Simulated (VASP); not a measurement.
**InP (base): single point with PBE**

The system is InP (base).

```
In P
1.0
     0.00000    2.97989    2.97989
     2.97989    0.00000    2.97989
     2.97989    2.97989    0.00000
In P
1 1
Direct
  0.00000 0.00000 0.00000
  0.75000 0.75000 0.75000
```

- Program: VASP 6.6.1
- Task: single point
- Functional: PBE
- Potentials or basis: VASP PAW PBE potentials, release 64 (In_d, P)
- Cutoff: 520 eV
- k mesh: 10 × 10 × 10
- Occupations: gaussian, width 0.02 eV
- Spin: no spin polarisation

```yaml
Pressure: -0.1 GPa
Band_gap_on_the_k_mesh: 0.44 eV, direct
```

Levels at points of the mesh, in eV from the valence-band top:
| k point | band 6 | band 7 | band 8 | band 9 | band 10 | band 11 | band 12 | band 13 |
| --- | --- | --- | --- | --- | --- | --- | --- | --- |
| (0.00, 0.00, 0.00) | -11.19 | 0.00 | 0.00 | 0.00 | 0.44 | 4.09 | 4.09 | 4.09 |
| (0.50, 0.00, 0.00) | -9.62 | -5.47 | -0.90 | -0.90 | 1.38 | 4.80 | 4.80 | 6.99 |
| (0.50, 0.50, 0.00) | -9.02 | -5.54 | -2.16 | -2.16 | 1.85 | 2.26 | 8.91 | 9.26 |

It took 38 s on 1 thread of AMD EPYC 7R43 64-Core Processor (Zen 3) (shared host), peak memory 0.16 GiB.

Caveat: spin-orbit coupling is left out, which moves the levels of the heavy elements. A hybrid or GW would open this gap; PBE tends to underestimate it.
